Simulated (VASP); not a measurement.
**Pb: single point with r2SCAN**

Crystal: Pb.

```
Pb
1.0
     3.75840    0.00000    0.00000
    -1.87920    3.25487    0.00000
     0.00000    0.00000    5.81360
Pb
2
Cartesian
  0.0000 2.1699 1.4534
  1.8792 1.0850 4.3602
```

This cell differs from its parent crystal: strain +0.080 along x and y, +0.040 along z.

* Program: VASP 6.6.1
* Task: single point
* Functional: r2SCAN
* Potentials or basis: VASP PAW PBE potentials, release 64 (Pb_d)
* Cutoff: 520 eV
* k mesh: 18 × 18 × 10
* Occupations: gaussian, width 0.15 eV
* Spin: no spin polarisation

```
Pressure               : -4.2 GPa
Band gap on the k mesh : zero (bands 14 and 15 overlap by 6.35 eV)
```

Stress tensor (GPa, compression positive):
```
-4.76  0.00  0.00
 0.00 -4.76  0.00
 0.00  0.00 -3.18
```

Levels at points of the mesh, in eV from the Fermi level:
| k point | band 11 | band 12 | band 13 | band 14 | band 15 | band 16 | band 17 | band 18 |
| --- | --- | --- | --- | --- | --- | --- | --- | --- |
| (0.00, 0.00, 0.00) | -11.25 | -7.91 | -3.48 | 4.38 | 4.38 | 6.08 | 6.08 | 7.28 |
| (0.50, 0.00, 0.00) | -8.59 | -7.45 | -2.50 | -0.95 | -0.35 | 1.58 | 1.84 | 4.98 |
| (0.00, 0.00, 0.50) | -10.10 | -10.10 | 1.12 | 1.12 | 5.20 | 5.20 | 5.20 | 5.20 |
| (0.50, 0.00, 0.50) | -7.91 | -7.91 | -3.15 | -3.15 | 2.89 | 2.89 | 3.40 | 3.40 |

It took 14 min on 1 thread of Oxide Virtual Turin-like Processor, on a shared host, peak memory 0.35 GiB.

Caveat: the cell differs from its parent crystal (strain +0.080 along x and y, +0.040 along z); the cell stands under tension; the PAW data sets were made with another functional, which shifts forces and pressure a little; spin-orbit coupling is left out, which moves the levels of the heavy elements.
